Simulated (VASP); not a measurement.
Write the native input for VASP 6.6.1 that does the following.

```
Task                   : relaxation of cell and atoms
Functional             : r2SCAN
Potentials or basis    : VASP PAW PBE potentials, release 64 (Pb_d)
Cutoff                 : 600 eV
k mesh                 : 6 × 6 × 6
Occupations            : gaussian, width 0.1 eV
Spin                   : no spin polarisation
Dipole correction      : no
Further INCAR settings : ALGO = Normal; EDIFF = 1e-07; IBRION = 2; EDIFFG = -0.04; NSW = 90; ISIF = 3
```

Crystal: Pb.

```xyz
2
Lattice="2.1620 1.2482 4.0092 -2.1620 1.2482 4.0092 0.0000 -2.4965 4.0092" Properties=species:S:1:pos:R:3 pbc="T T T"
Pb    0.0000    0.0000    2.7367
Pb    0.0000    0.0000    9.2908
```

One way to write it, as run:

POSCAR

```
Pb
1.0
    2.1619963628      1.2482291821      4.0091630465
   -2.1619963628      1.2482291821      4.0091630465
    0.0000000000     -2.4964583641      4.0091630465
Pb
2
Direct
    0.2275400000      0.2275400000      0.2275400000
    0.7724600000      0.7724600000      0.7724600000
```

INCAR.step1

```
  PREC = Accurate
  ENCUT = 600
  ISMEAR = 0
  SIGMA = 0.1
  LREAL = False
  LASPH = True
  NELM = 80
  GGA = PE
  ALGO = Normal
  EDIFF = 1E-4
  LWAVE = True
  LCHARG = False
```

INCAR.step2

```
  PREC = Accurate
  ENCUT = 600
  EDIFF = 1E-7
  ISMEAR = 0
  SIGMA = 0.1
  LREAL = False
  LASPH = True
  NELM = 80
  ALGO = Normal
  ISIF = 3
  LWAVE = False
  LCHARG = False
  METAGGA = R2SCAN
  LMIXTAU = True
  IBRION = 2
  NSW = 90
  EDIFFG = -0.04
  ISTART = 1
```

KPOINTS

```
regular mesh
0
Gamma
  6 6 6
```

Potentials or basis: VASP PAW PBE potentials, release 64 (Pb_d).

The run is started by

```sh
$ cat potpaw_PBE.64/Pb_d/POTCAR > POTCAR
$ cp INCAR.step1 INCAR
$ mpirun -np 1 vasp_std > vasp.out
$ cp INCAR.step2 INCAR
$ mpirun -np 1 vasp_std > vasp.out
```

Results of the run:

- Relaxed volume: 33.10 Å³/atom
- Relaxed cell: a = 4.640 Å, b = 4.640 Å, c = 4.640 Å, α = 57.27°, β = 57.27°, γ = 57.27°
- Space group after relaxing (to 0.05 Å): R-3m (No. 166)
- Energy gained by relaxing: 217.3 meV/atom
- Ionic steps: 12
- Pressure after relaxing: 0.1 GPa
- Largest force after relaxing: 0.018 eV/Å
- Band gap on the k mesh: zero (band 14 reaches 7.81 eV, above the bottom of band 15 at 4.30 eV)

Caveat: the PAW data sets were made with another functional, which shifts forces and pressure a little; spin-orbit coupling is left out, which moves the levels of the heavy elements.

Run time: 28 min on 1 thread of Intel Xeon 6975P-C, with other jobs on the host, peak memory 0.29 GiB.
